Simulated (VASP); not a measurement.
A run of VASP 6.6.1 is set up as follows.

File INCAR:

```
PREC = Accurate
ENCUT = 520
EDIFF = 1E-6
ISMEAR = -1
SIGMA = 0.01
LREAL = Auto
LASPH = T
NELM = 100
ALGO = Normal
ISIF = 2
LWAVE = F
LCHARG = T
GGA = PE
LELF = T
LVHAR = T
NELECT = 228.0
NBANDS = 130
```

File KPOINTS:

```
regular mesh
0
Gamma
  3 3 2
```

File POSCAR:

```
Tl11Br12
1.0
    6.6292610085     -6.2222708063      0.0000000000
    0.0000000000     12.4445416126      0.0000000000
    0.0000000000      0.0000000000      9.9435164400
Tl Br
11 12
Direct
    0.3333333333      0.2786366490      0.8750000000
    0.6789983659      0.9495865677      0.3750000000
    0.6643292824      0.9456381482      0.8750000000
   -0.0123316992      0.6039215351      0.3750000000
    0.0023373843      0.6146421992      0.8750000000
    0.3333333333      0.0663675460      0.1350403230
    0.3333333333      0.0663675460      0.6149596770
    0.6601373446      0.7113904408      0.1297138651
    0.6601373446      0.7113904408      0.6202861349
    0.0065293221      0.3845864295      0.1297138651
    0.0065293221      0.3845864295      0.6202861349
    0.3333333333      0.8073842320      0.1304214268
    0.3333333333      0.8073842320      0.6195785732
    0.6699960891      0.4670880124      0.1196038030
    0.6699960891      0.4670880124      0.6303961970
   -0.0033294224      0.1304252566      0.1196038030
   -0.0033294224      0.1304252566      0.6303961970
    0.3333333333      0.5360990032      0.3750000000
    0.3333333333      0.5324611230      0.8750000000
    0.6702376825      0.1985157530      0.3750000000
    0.6649363665      0.1991372498      0.8750000000
   -0.0035710158      0.8616114039      0.3750000000
    0.0017303001      0.8675342166      0.8750000000
```

Potentials or basis: VASP PAW PBE potentials, release 64 (Tl_d, Br).

Command:

```bash
$ cat potpaw_PBE.64/Tl_d/POTCAR potpaw_PBE.64/Br/POTCAR > POTCAR
$ mpirun -np 1 vasp_std > vasp.out
```

Problem. Predict the largest force.

Solution. 0.017 eV/Å.

Forces in eV/Å, atoms in the order of the input:
```
Tl   0.000 -0.011  0.000
Tl  -0.016 -0.004  0.000
Tl  -0.015  0.006  0.000
Tl   0.016 -0.004  0.000
Tl   0.015  0.006  0.000
Tl   0.000  0.009  0.003
Tl   0.000  0.009 -0.003
Tl   0.003  0.000 -0.008
Tl   0.003  0.000  0.008
Tl  -0.003  0.000 -0.008
Tl  -0.003  0.000  0.008
Br   0.000  0.003 -0.001
Br   0.000  0.003  0.001
Br  -0.010 -0.005  0.002
Br  -0.010 -0.005 -0.002
Br   0.010 -0.005  0.002
Br   0.010 -0.005 -0.002
Br   0.000 -0.001  0.000
Br   0.000 -0.003  0.000
Br  -0.003  0.004  0.000
Br  -0.002  0.001  0.000
Br   0.003  0.004  0.000
Br   0.002  0.001  0.000
```

Caveat: the cell carries a net charge on a neutralising background, which shifts energy and pressure.
